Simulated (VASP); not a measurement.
# GaN in VASP: settings compared, part 2 of 2

VASP 6.6.1.

## Step 4: Single point, PBE

File INCAR:

```
PREC = Accurate
ENCUT = 520
EDIFF = 1E-6
ISMEAR = -1
SIGMA = 0.02
LREAL = F
LASPH = T
NELM = 60
ALGO = Normal
ISIF = 2
LWAVE = F
LCHARG = F
GGA = PE
NBANDS = 16
```

File KPOINTS:

```
Automatic mesh
0
Gamma
  10 10 10
```

File POSCAR:

```
GaN
1.0
    0.0000000000      2.1085152343      2.1085152343
    2.1085152343      0.0000000000      2.1085152343
    2.1085152343      2.1085152343      0.0000000000
Ga N
1 1
Direct
    0.0000000000      0.0000000000      0.0000000000
    0.5000000000      0.5000000000      0.5000000000
```

Started as:

```
$ cat potpaw_PBE.64/Ga_d/POTCAR potpaw_PBE.64/N/POTCAR > POTCAR
$ mpirun -np 1 vasp_std > vasp.out
```

Run time: 10 s. Hardware: 1 thread of Intel Xeon 8259CL, shared host; peak memory 0.15 GiB.

It converged, with:

```yaml
Free_energy: -11.1852 eV
Pressure: 9.1 GPa
Band_gap_on_the_k_mesh: 0.66 eV (least direct gap 2.83 eV)
```

Levels at points of the mesh, in eV from the valence-band top:
| k point | band 7 | band 8 | band 9 | band 10 | band 11 | band 12 |
| --- | --- | --- | --- | --- | --- | --- |
| (0.00, 0.00, 0.00) | -0.49 | -0.49 | -0.49 | 2.34 | 14.79 | 14.79 |
| (0.50, 0.00, 0.00) | -8.26 | -0.14 | -0.14 | 4.75 | 9.16 | 9.16 |
| (0.50, 0.50, 0.00) | -7.15 | -3.04 | -3.04 | 0.66 | 7.86 | 12.02 |

Caveat: the cell stands under pressure. A k mesh can miss the band edges.

## Step 5: Single point, PBE (epitaxial 111 strain -4.0%)

File INCAR:

```
SYSTEM = GaN
PREC = Accurate ; ENCUT = 520
EDIFF = 1E-6 ; ISMEAR = -1
SIGMA = 0.02 ; LREAL = .False.
LASPH = .True. ; NELM = 60
ALGO = Normal ; ISIF = 2
LWAVE = .False. ; LCHARG = .False.
GGA = PE ; NBANDS = 16
```

File KPOINTS:

```
regular mesh
0
Gamma
  10 10 10
  0 0 0
```

File POSCAR:

```
GaN
1.0
    0.0750611330      2.0992357579      2.0992357579
    2.0992357579      0.0750611330      2.0992357579
    2.0992357579      2.0992357579      0.0750611330
Ga N
1 1
Direct
    0.0000000000      0.0000000000      0.0000000000
    0.5000000000      0.5000000000      0.5000000000
```

Potentials or basis: VASP PAW PBE potentials, release 64 (Ga_d, N).

Started as:

```
$ cat potpaw_PBE.64/Ga_d/POTCAR potpaw_PBE.64/N/POTCAR > POTCAR
$ mpirun -np 1 vasp_std > vasp.out
```

OUTCAR:

```text
SYSTEM = GaN
   PREC = Accurate
   ENCUT = 520
   EDIFF = 1E-6
   ISMEAR = -1
   LREAL = .False.
   LASPH = .True.
   NELM = 60
   ISIF = 2
   GGA = PE

 ion  position               nearest neighbor table
   1  0.000  0.000  0.000-   2 2.06   2 2.06   2 2.06   2 2.06   2 2.06   2 2.06
   2  0.500  0.500  0.500-   1 2.06   1 2.06   1 2.06   1 2.06   1 2.06   1 2.06

  LATTYP: Found a trigonal (rhomboedric) cell.
 ALAT       =     2.9697164357
 COS(alpha) =     0.5354141403

[... 644 lines left out ...]

------------------------ aborting loop because EDIFF is reached ----------------------------------------

  FORCE on cell =-STRESS in cart. coord.  units (eV):
  Direction    XX          YY          ZZ          XY          YZ          ZX
  --------------------------------------------------------------------------------------
  -------------------------------------------------------------------------------------
  Total        3.1686147      3.1686147      3.1686147     -0.9803328     -0.9803328     -0.9803328
  in kB      289.9325929    289.9325929    289.9325929    -89.7017920    -89.7017920    -89.7017920
  external PRESSURE =     289.9325929 kB  Pullay stress =       0.0000000 kB

 VOLUME and BASIS-vectors are now :
 -----------------------------------------------------------------------------
  energy-cutoff  :      520.00
  volume of cell :       17.51
      direct lattice vectors                 reciprocal lattice vectors
     0.075061133  2.099235758  2.099235758    -0.251352866  0.242675656  0.242675656
     2.099235758  0.075061133  2.099235758     0.242675656 -0.251352866  0.242675656
     2.099235758  2.099235758  0.075061133     0.242675656  0.242675656 -0.251352866

 POSITION                                       TOTAL-FORCE (eV/Angst)
 -----------------------------------------------------------------------------------
      0.00000      0.00000      0.00000        -0.000000      0.000000      0.000000
      2.13677      2.13677      2.13677         0.000000     -0.000000     -0.000000
 -----------------------------------------------------------------------------------
    total drift:                                0.000000     -0.000000     -0.000000

  FREE ENERGIE OF THE ION-ELECTRON SYSTEM (eV)
  ---------------------------------------------------
  free  energy   TOTEN  =       -10.9900214207 eV

  energy  without entropy=      -10.9900214207  energy(sigma->0) =      -10.99002142
```

OSZICAR:

```text
N       E                     dE             d eps       ncg     rms          rms(c)
DAV:   1     0.714456769725E+02    0.71446E+02   -0.92474E+03  4336   0.215E+03
DAV:   2    -0.897617445654E+01   -0.80422E+02   -0.75111E+02  4312   0.317E+02
DAV:   3    -0.128855832357E+02   -0.39094E+01   -0.38975E+01  4280   0.612E+01
DAV:   4    -0.129173907554E+02   -0.31808E-01   -0.31805E-01  4608   0.577E+00
DAV:   5    -0.129177616422E+02   -0.37089E-03   -0.37089E-03  4416   0.568E-01    0.760E+00
DAV:   6    -0.110137651560E+02    0.19040E+01   -0.42135E+00  5384   0.428E+01    0.242E+00
DAV:   7    -0.110047493910E+02    0.90158E-02   -0.26995E-01  4416   0.524E+00    0.160E+00
DAV:   8    -0.109916824062E+02    0.13067E-01   -0.26328E-02  4536   0.242E+00    0.435E-01
DAV:   9    -0.109900596162E+02    0.16228E-02   -0.65195E-03  4688   0.226E+00    0.104E-01
DAV:  10    -0.109900162633E+02    0.43353E-04   -0.49762E-04  4352   0.293E-01    0.134E-02
DAV:  11    -0.109900194451E+02   -0.31818E-05   -0.35131E-05  4528   0.633E-02    0.132E-02
DAV:  12    -0.109900214114E+02   -0.19663E-05   -0.18372E-06  4232   0.297E-02    0.167E-03
DAV:  13    -0.109900214207E+02   -0.93160E-08   -0.25008E-07  2288   0.555E-03
   1 F= -.10990021E+02 E0= -.10990021E+02  d E =-.490754E-11
```

Wall time 20 s (1 thread of Intel Xeon 8259CL, shared host); peak memory 0.16 GiB.

Results:

```
Free energy            : -10.9900 eV
Pressure               : 29.0 GPa
Band gap on the k mesh : 0.86 eV (least direct gap 3.37 eV)
```

Caveat: the cell differs from its parent crystal (epitaxial 111 strain -4.0%); the cell stands under pressure.

## Step 6: Overview

```csv
level,spin,cell,gap on the mesh (eV),pressure (GPa),moment (μB)
r2SCAN,"non-collinear, zero start, SOC","a = 2.982 Å, angles 60.0°, 2 atoms",-,1.3,0.00
r2SCAN,"non-collinear, zero start, SOC","a = 2.970 Å, angles 57.6°, 2 atoms",-,21.1,0.00
PBE,off,"a = 2.982 Å, angles 60.0°, 2 atoms",0.66,9.1,-
PBE,off,"a = 2.970 Å, angles 57.6°, 2 atoms",0.86,29.0,-
```

Alike in all rows: task single point; potentials or basis VASP PAW PBE potentials, release 64 (Ga_d, N); k mesh 10 × 10 × 10; cutoff (eV) 520; smearing fermi-dirac 0.02 eV.

Caveats: the cell stands under pressure (at least some runs); the PAW data sets were made with another functional, which shifts forces and pressure a little (at least some runs).

Absolute energies hang on the potentials; compare differences alone.
